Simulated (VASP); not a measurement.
Input of a VASP 6.6.1 run:

File INCAR:

```
SYSTEM = WS2
ALGO = Normal
EDIFF = 1E-7
ENCUT = 520
GGA = CA
ISIF = 2
ISMEAR = -1
LASPH = .True.
LCHARG = .True.
LELF = .True.
LREAL = .False.
LVHAR = .True.
LWAVE = .False.
NBANDS = 20
NELM = 60
PREC = Accurate
SIGMA = 0.05
```

File KPOINTS:

```
k-points
0
Gamma
  10 10 10
  0 0 0
```

POSCAR

```
WS2
1.0
    1.5576595461      0.8993151583      6.0800348339
   -1.5576595461      0.8993151583      6.0800348339
    0.0000000000     -1.7986303165      6.0800348339
W S
1 2
Direct
    0.0000000000      0.0000000000      0.0000000000
    0.5810000000      0.5810000000      0.5810000000
    0.7503000000      0.7503000000      0.7503000000
```

Potentials or basis: VASP PAW LDA potentials, release 64 (W_sv, S).

The run is started by

```sh
$ cat potpaw_LDA.64/W_sv/POTCAR potpaw_LDA.64/S/POTCAR > POTCAR
$ mpirun -np 1 vasp_std > vasp.out
```

**Question.** Predict the band gap on the k mesh.

**Answer.** 0.95 eV, indirect (least direct gap 2.34 eV).

**Question.** Estimate the largest force.

**Answer.** 0.852 eV/Å.

**Question.** Predict the pressure.

**Answer.** 4.0 GPa.

Forces on the atoms (eV/Å):
```
W    0.000  0.000 -0.646
S    0.000  0.000 -0.206
S    0.000  0.000  0.852
```

Caveat: spin-orbit coupling is left out, which moves the levels of the heavy elements. A k mesh can miss the band edges.
